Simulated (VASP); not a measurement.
# Al2Au (Fm-3m) in VASP: single point with PBE

Aim: the single point of Al2Au with PBE.

Everything below comes from runs of VASP 6.6.1. Logs are shortened: lines on timing, memory, paths and dates and some standing lists are left out, and cuts for length are marked.

### 1 The cell of the first run

Symmetry: Fm-3m, No. 225, cubic system. Conventional cell: a = 6.005 Å, b = 6.005 Å, c = 6.005 Å, α = 90.00°, β = 90.00°, γ = 90.00°. Al (site symmetry -43m) has 4 Au at 2.60 Å and 6 Al at 3.00 Å within 3.4 Å. Au (site symmetry m-3m) has 8 Al at 2.60 Å within 3.4 Å.

### 2 Single point, PBE

INCAR reads:

```
SYSTEM = Al2Au
PREC = Accurate
ENCUT = 500
EDIFF = 1E-6
ISMEAR = 0
SIGMA = 0.1
LREAL = .False.
LASPH = .True.
NELM = 120
ALGO = Normal
ISIF = 2
LWAVE = .False.
LCHARG = .False.
GGA = PE
NBANDS = 16
GGA_COMPAT = .False.
```

KPOINTS reads:

```
regular mesh
0
Gamma
  6 6 6
  0 0 0
```

POSCAR reads:

```
Al2Au
1.0
    0.0000000000      3.0023345900      3.0023345900
    3.0023345900      0.0000000000      3.0023345900
    3.0023345900      3.0023345900      0.0000000000
Al Au
2 1
Direct
    0.2500000000      0.2500000000      0.2500000000
    0.7500000000      0.7500000000      0.7500000000
    0.0000000000      0.0000000000      0.0000000000
```

Potentials or basis: VASP PAW PBE potentials, release 64 (Al, Au).

On the command line:

```bash
$ cat potpaw_PBE.64/Al/POTCAR potpaw_PBE.64/Au/POTCAR > POTCAR
$ mpirun -np 1 vasp_std > vasp.out
```

OUTCAR:

```text
SYSTEM = Al2Au
   PREC = Accurate
   ENCUT = 500
   EDIFF = 1E-6
   ISMEAR = 0
   LREAL = .False.
   LASPH = .True.
   NELM = 120
   ISIF = 2
   GGA = PE

 ion  position               nearest neighbor table
   1  0.250  0.250  0.250-   3 2.60   3 2.60   3 2.60   3 2.60   2 3.00   2 3.00   2 3.00   2 3.00
                             2 3.00   2 3.00
   2  0.750  0.750  0.750-   3 2.60   3 2.60   3 2.60   3 2.60   1 3.00   1 3.00   1 3.00   1 3.00
                             1 3.00   1 3.00
   3  0.000  0.000  0.000-   2 2.60   2 2.60   2 2.60   1 2.60   1 2.60   1 2.60   2 2.60   1 2.60

  LATTYP: Found a face centered cubic cell.
 ALAT       =     6.0046691800

  Lattice vectors:

 A1 = (   0.0000000000,   3.0023345900,   3.0023345900)
 A2 = (   3.0023345900,   0.0000000000,   3.0023345900)
 A3 = (   3.0023345900,   3.0023345900,   0.0000000000)

Analysis of symmetry for initial positions (statically):
=====================================================================
 Subroutine PRICEL returns:
 Original cell was already a primitive cell.

 Routine SETGRP: Setting up the symmetry group for a
 face centered cubic supercell.

 Subroutine GETGRP returns: Found 48 space group operations
 (whereof 48 operations were pure point group operations)
 out of a pool of 48 trial point group operations.

The static configuration has the point symmetry O_h .

Analysis of symmetry for dynamics (positions and initial velocities):
=====================================================================
 Subroutine PRICEL returns:
 Original cell was already a primitive cell.

 Routine SETGRP: Setting up the symmetry group for a
 face centered cubic supercell.

 Subroutine GETGRP returns: Found 48 space group operations
 (whereof 48 operations were pure point group operations)
 out of a pool of 48 trial point group operations.

The dynamic configuration has the point symmetry O_h .

 Subroutine INISYM returns: Found 48 space group operations
 (whereof 48 operations are pure point group operations),
 and found     1 'primitive' translations

----------------------------------------------------------------------------------------

                                     Primitive cell

  volume of cell :      54.1262

  direct lattice vectors                    reciprocal lattice vectors
     0.000000000  3.002334590  3.002334590    -0.166537068  0.166537068  0.166537068
     3.002334590  0.000000000  3.002334590     0.166537068 -0.166537068  0.166537068
     3.002334590  3.002334590  0.000000000     0.166537068  0.166537068 -0.166537068

  length of vectors
     4.245942296  4.245942296  4.245942296     0.288450663  0.288450663  0.288450663

  position of ions in fractional coordinates (direct lattice)
     0.250000000  0.250000000  0.250000000
     0.750000000  0.750000000  0.750000000
     0.000000000  0.000000000  0.000000000

  ion indices of the primitive-cell ions
   primitive index   ion index
                 1           1
                 2           2
                 3           3

----------------------------------------------------------------------------------------

 KPOINTS: regular mesh

Automatic generation of k-mesh.
 Grid dimensions read from file:
 generate k-points for:    6    6    6

 Generating k-lattice:

  Cartesian coordinates                     Fractional coordinates (reciprocal lattice)
    -0.027756178  0.027756178  0.027756178     0.166666667  0.000000000  0.000000000
     0.027756178 -0.027756178  0.027756178     0.000000000  0.166666667  0.000000000
     0.027756178  0.027756178 -0.027756178     0.000000000  0.000000000  0.166666667

  Length of vectors
     0.048075111  0.048075111  0.048075111

  Shift w.r.t. Gamma in fractional coordinates (k-lattice)
     0.000000000  0.000000000  0.000000000

 Subroutine IBZKPT returns following result:
 ===========================================

 Found     16 irreducible k-points:

 Following reciprocal coordinates:
            Coordinates               Weight
  0.000000  0.000000  0.000000      1.000000
  0.166667  0.000000  0.000000      8.000000
  0.333333  0.000000  0.000000      8.000000
  0.500000  0.000000  0.000000      4.000000
  0.166667  0.166667  0.000000      6.000000
  0.333333  0.166667  0.000000     24.000000
[... 8 lines left out ...]
 -0.333333  0.333333  0.166667     24.000000
 -0.333333  0.500000  0.166667     12.000000
   k-points           NKPTS =     16   k-points in BZ     NKDIM =     16   number of bands    NBANDS=     16
   number of dos      NEDOS =    301   number of ions     NIONS =      3
   total plane-waves  NPLWV =  32768
   dimension x,y,z NGX =    32 NGY =   32 NGZ =   32
   dimension x,y,z NGXF=    64 NGYF=   64 NGZF=   64
   ions per type =               2   1
   NGX,Y,Z   is equivalent  to a cutoff of  12.53, 12.53, 12.53 a.u.
   NGXF,Y,Z  is equivalent  to a cutoff of  25.06, 25.06, 25.06 a.u.
 SYSTEM =  Al2Au
   PREC   = accura    normal or accurate (medium, high low for compatibility)
   ISTART =      0    job   : 0-new  1-cont  2-samecut
   ICHARG =      2    charge: 1-file 2-atom 10-const
   ISPIN  =      1    spin polarized calculation?
   LNONCOLLINEAR =      F non collinear calculations
   LSORBIT =      F    spin-orbit coupling
   LASPH  =      T    aspherical Exc in radial PAW
   ENCUT  =  500.0 eV  36.75 Ry    6.06 a.u.   7.74  7.74  7.74*2*pi/ulx,y,z
   NELM   =    120;   NELMIN=  2; NELMDL= -5     # of ELM steps
   EDIFF  = 0.1E-05   stopping-criterion for ELM
   LREAL  =      F    real-space projection
   EDIFFG = 0.1E-04   stopping-criterion for IOM
   NSW    =      0    number of steps for IOM
   IBRION =     -1    ionic relax: 0-MD 1-quasi-New 2-CG
   NFREE  =      0    steps in history (QN), initial steepest desc. (CG)
   ISIF   =      2    stress and relaxation
   ISYM   =      2    0-nonsym 1-usesym 2-fastsym
   POTIM  = 0.5000    time-step for ionic-motion
   TEBEG  =    0.0;   TEEND  =   0.0 temperature during run
   PSTRESS=    0.0 pullay stress
   NELECT =      17.0000    total number of electrons
   NUPDOWN=      -1.0000    fix difference up-down
   EMIN   =  10.00;   EMAX   =-10.00  energy-range for DOS
   EFERMI =   0.00;   METHOD = LEGACY
   ISMEAR =     0;   SIGMA  =   0.10  broadening in eV -4-tet -1-fermi 0-gaus
   EFERMI_NEDOS =   21; number of points for ismear=-14 and -15
   IALGO  =     38    algorithm
   IMIX   =      4    mixing-type and parameters
     AMIX     =   0.40;   BMIX     =  1.00
     AMIX_MAG =   1.60;   BMIX_MAG =  1.00
  volume/ion in A,a.u.               =      18.04       121.75
  Fermi-wavevector in a.u.,A,eV,Ry     =   1.112813  2.102911 16.848801  1.238352
  Thomas-Fermi vector in A             =   2.249391
   LORBIT       =      0    0 simple, 1 ext, 2 COOP (PROOUT), +10 PAW based schemes
   GGA     = PE    functional components
   LHFCALC =     F    Hartree Fock is set to
   AEXX    =    0.0000 exact exchange contribution
   IVDW    =     0    specifies the selected vdW correction
   LEPSILON=     F    determine dielectric tensor
   LRPA    =     F    only Hartree local field effects (RPA)
 non-spin polarized calculation
 Gauss-broadening in eV      SIGMA  =   0.10
  energy-cutoff  :      500.00
  volume of cell :       54.13
 maximum number of plane-waves:      1384
   NGX = 15   NGY = 15   NGZ = 15

 number of electron      17.0000001 magnetization

 Free energy of the ion-electron system (eV)
  ---------------------------------------------------
  ext. energy  EPLUGINS =         0.00000000
  ---------------------------------------------------
  free energy    TOTEN  =       -12.01288014 eV

  energy without entropy =      -12.00524330  energy(sigma->0) =      -12.00906172

 E-fermi :   7.6549     XC(G=0): -10.5159

 val. band max:        7.6393385108   @ k =   0.3333   0.1667   0.0000
 cond. band min:       8.1296565410   @ k =   0.5000   0.0000   0.0000
 fundamental gap:      0.4903180302
 Fermi energy:         7.6549406627

 k-point     1 :       0.0000    0.0000    0.0000
  band No.  band energies     occupation
      1      -2.7658      2.00000
      2       1.1829      2.00000
      3       1.1829      2.00000
      4       1.1829      2.00000
      5       2.1377      2.00000
      6       2.1377      2.00000
[... 8 lines left out ...]
     15      13.5043      0.00000
     16      13.5043      0.00000

 k-point     2 :       0.1667    0.0000    0.0000
  band No.  band energies     occupation
      1      -2.4062      2.00000
      2       1.0752      2.00000
      3       1.2668      2.00000
      4       1.2668      2.00000
      5       2.1252      2.00000
      6       2.1252      2.00000
[... 8 lines left out ...]
     15      13.2349      0.00000
     16      13.4597      0.00000

 k-point     3 :       0.3333    0.0000    0.0000
  band No.  band energies     occupation
      1      -1.4452      2.00000
      2       0.9642      2.00000
      3       1.3933      2.00000
      4       1.3933      2.00000
      5       2.1774      2.00000
      6       2.1774      2.00000
[... 8 lines left out ...]
     15      15.1103      0.00000
     16      15.2445      0.00000

 k-point     4 :       0.5000    0.0000    0.0000
  band No.  band energies     occupation
      1      -0.7209      2.00000
      2       1.3191      2.00000
      3       1.4247      2.00000
      4       1.4247      2.00000
      5       2.2580      2.00000
      6       2.2580      2.00000
[... 8 lines left out ...]
     15      16.6043      0.00000
     16      17.5803      0.00000

 k-point     5 :       0.1667    0.1667    0.0000
  band No.  band energies     occupation
      1      -2.2811      2.00000
      2       0.9930      2.00000
      3       1.3305      2.00000
      4       1.3305      2.00000
      5       2.0060      2.00000
      6       2.2108      2.00000
[... 8 lines left out ...]
     15      14.4610      0.00000
     16      14.4610      0.00000

 k-point     6 :       0.3333    0.1667    0.0000
  band No.  band energies     occupation
      1      -1.4857      2.00000
      2       0.8295      2.00000
      3       1.4670      2.00000
      4       1.4862      2.00000
      5       1.9837      2.00000
      6       2.2752      2.00000
[... 8 lines left out ...]
     15      16.2846      0.00000
     16      16.3212      0.00000

 k-point     7 :       0.5000    0.1667    0.0000
  band No.  band energies     occupation
      1      -0.4950      2.00000
      2       0.9318      2.00000
      3       1.4997      2.00000
      4       1.5583      2.00000
      5       2.2759      2.00000
      6       2.2852      2.00000
[... 8 lines left out ...]
     15      16.9200      0.00000
     16      17.7714      0.00000

 k-point     8 :      -0.3333    0.1667    0.0000
  band No.  band energies     occupation
      1      -0.7807      2.00000
      2       0.8837      2.00000
      3       1.4718      2.00000
      4       1.5439      2.00000
      5       2.0997      2.00000
      6       2.2621      2.00000
[... 8 lines left out ...]
     15      14.9912      0.00000
     16      17.0141      0.00000

 k-point     9 :      -0.1667    0.1667    0.0000
  band No.  band energies     occupation
      1      -1.8282      2.00000
      2       0.9280      2.00000
      3       1.3836      2.00000
      4       1.3947      2.00000
      5       2.0324      2.00000
      6       2.2211      2.00000
[... 8 lines left out ...]
     15      14.5822      0.00000
     16      16.5378      0.00000

 k-point    10 :       0.3333    0.3333    0.0000
  band No.  band energies     occupation
      1      -0.8799      2.00000
      2       0.6425      2.00000
      3       1.7164      2.00000
      4       1.7164      2.00000
      5       1.7285      2.00000
      6       2.3624      2.00000
[... 8 lines left out ...]
     15      15.8307      0.00000
     16      17.9897      0.00000

 k-point    11 :       0.5000    0.3333    0.0000
  band No.  band energies     occupation
      1       0.1431      2.00000
      2       0.6062      2.00000
      3       1.4130      2.00000
      4       1.8507      2.00000
      5       2.2479      2.00000
      6       2.3482      2.00000
[... 8 lines left out ...]
     15      17.3986      0.00000
     16      18.3042      0.00000

 k-point    12 :      -0.3333    0.3333    0.0000
  band No.  band energies     occupation
      1       0.1540      2.00000
      2       0.8731      2.00000
      3       1.4755      2.00000
      4       1.8013      2.00000
      5       1.9921      2.00000
      6       2.1428      2.00000
[... 8 lines left out ...]
     15      15.9476      0.00000
     16      17.4248      0.00000

 k-point    13 :       0.5000    0.5000    0.0000
  band No.  band energies     occupation
      1       0.4797      2.00000
      2       0.6979      2.00000
      3       1.5388      2.00000
      4       1.9909      2.00000
      5       1.9909      2.00000
      6       2.4409      2.00000
[... 8 lines left out ...]
     15      18.1317      0.00000
     16      18.1411      0.00000

 k-point    14 :       0.5000    0.3333    0.1667
  band No.  band energies     occupation
      1      -0.5507      2.00000
      2       0.7082      2.00000
      3       1.4632      2.00000
      4       1.7194      2.00000
      5       2.0691      2.00000
      6       2.2813      2.00000
[... 8 lines left out ...]
     15      16.1582      0.00000
     16      17.2780      0.00000

 k-point    15 :      -0.3333    0.3333    0.1667
  band No.  band energies     occupation
      1       0.1731      2.00000
      2       0.8184      2.00000
      3       1.5016      2.00000
      4       1.8072      2.00000
      5       1.8927      2.00000
      6       2.3772      2.00000
[... 8 lines left out ...]
     15      16.4414      0.00000
     16      18.5518      0.00000

 k-point    16 :      -0.3333    0.5000    0.1667
  band No.  band energies     occupation
      1       0.5901      2.00000
      2       0.9688      2.00000
      3       1.0724      2.00000
      4       1.9900      2.00000
      5       1.9911      2.00000
      6       2.5883      2.00000
[... 8 lines left out ...]
     15      18.3288      0.00000
     16      18.8263      0.00000

------------------------ aborting loop because EDIFF is reached ----------------------------------------

  FORCE on cell =-STRESS in cart. coord.  units (eV):
  Direction    XX          YY          ZZ          XY          YZ          ZX
  --------------------------------------------------------------------------------------
  -------------------------------------------------------------------------------------
  Total        0.9828046      0.9828046      0.9828046      0.0000000      0.0000000      0.0000000
  in kB       29.0917942     29.0917942     29.0917942      0.0000000      0.0000000      0.0000000
  external PRESSURE =      29.0917942 kB  Pullay stress =       0.0000000 kB

 VOLUME and BASIS-vectors are now :
 -----------------------------------------------------------------------------
  energy-cutoff  :      500.00
  volume of cell :       54.13
      direct lattice vectors                 reciprocal lattice vectors
     0.000000000  3.002334590  3.002334590    -0.166537068  0.166537068  0.166537068
     3.002334590  0.000000000  3.002334590     0.166537068 -0.166537068  0.166537068
     3.002334590  3.002334590  0.000000000     0.166537068  0.166537068 -0.166537068

 POSITION                                       TOTAL-FORCE (eV/Angst)
 -----------------------------------------------------------------------------------
      1.50117      1.50117      1.50117        -0.000000     -0.000000     -0.000000
      4.50350      4.50350      4.50350         0.000000      0.000000      0.000000
      0.00000      0.00000      0.00000        -0.000000      0.000000     -0.000000
 -----------------------------------------------------------------------------------
    total drift:                                0.000000     -0.000000      0.000000

  FREE ENERGIE OF THE ION-ELECTRON SYSTEM (eV)
  ---------------------------------------------------
  free  energy   TOTEN  =       -12.0128801415 eV

  energy  without entropy=      -12.0052433040  energy(sigma->0) =      -12.00906172
```

Wall time 33 s (1 thread of Intel Xeon 8259CL, shared host); peak memory 0.18 GiB.

Results:

```yaml
Free_energy: -12.0129 eV
Pressure: 2.9 GPa
```

Levels at points of the mesh, in eV from the Fermi level:
```
           k point  band 7  band 8  band 9  band 10  band 11  band 12
(0.00, 0.00, 0.00)    2.34    3.07    3.07     3.07     4.01     4.01
(0.50, 0.00, 0.00)   -5.33    0.47    0.47     3.40     3.69     3.92
(0.50, 0.50, 0.00)   -4.90   -1.99   -1.99     1.36     2.21     7.76
```

Caveat: spin-orbit coupling is left out, which moves the levels of the heavy elements.
